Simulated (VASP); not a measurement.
Set up this calculation in VASP 6.6.1, as the native input.

* Task: single point
* Functional: PBEsol
* Potentials or basis: VASP PAW PBE potentials, release 64 (Pt)
* Cutoff: 520 eV
* k mesh: 14 × 14 × 5
* Occupations: gaussian, width 0.15 eV
* Spin: no spin polarisation
* Dipole correction: no
* Further INCAR settings: ALGO = Fast; EDIFF = 1e-07; NBANDS = 39

The structure of Pt lies in POSCAR:

```
Pt
1.0
   -3.1208845721      0.0000000000      0.0000000000
    0.0000000000     -3.1208845721      0.0000000000
    0.0000000000      0.0000000000     10.3626537164
Pt
6
Direct
    0.5000000000      0.5000000000      0.0752765768
    0.0000000000      0.0000000000      0.8281929286
    0.5000000000      0.5000000000      0.3764431175
    0.0000000000      0.0000000000      0.2258598472
    0.5000000000      0.5000000000      0.6776096582
    0.0000000000      0.0000000000      0.5270263879
```

One way to write it, as run:

INCAR

```
PREC = Accurate
ENCUT = 520
EDIFF = 1E-7
ISMEAR = 0
SIGMA = 0.15
LREAL = False
LASPH = True
NELM = 100
ALGO = Fast
ISIF = 2
LWAVE = False
LCHARG = False
GGA = PS
NBANDS = 39
```

KPOINTS

```
regular mesh
0
Gamma
  14 14 5
```

Potentials or basis: VASP PAW PBE potentials, release 64 (Pt).

Command:

```console
$ cat potpaw_PBE.64/Pt/POTCAR > POTCAR
$ mpirun -np 1 vasp_std > vasp.out
```

Results of the run:

- Pressure: -10.6 GPa
- Largest force: 1.182 eV/Å
- Band gap on the k mesh: zero (bands 30 and 31 overlap by 0.88 eV)

Caveat: the cell stands under tension; the PAW data sets were made with another functional, which shifts forces and pressure a little; spin-orbit coupling is left out, which moves the levels of the heavy elements.

Run time: 2.7 min on 1 thread of Intel(R) Xeon(R) 6975P-C (Granite Rapids), with other jobs on the host, peak memory 0.4 GiB.
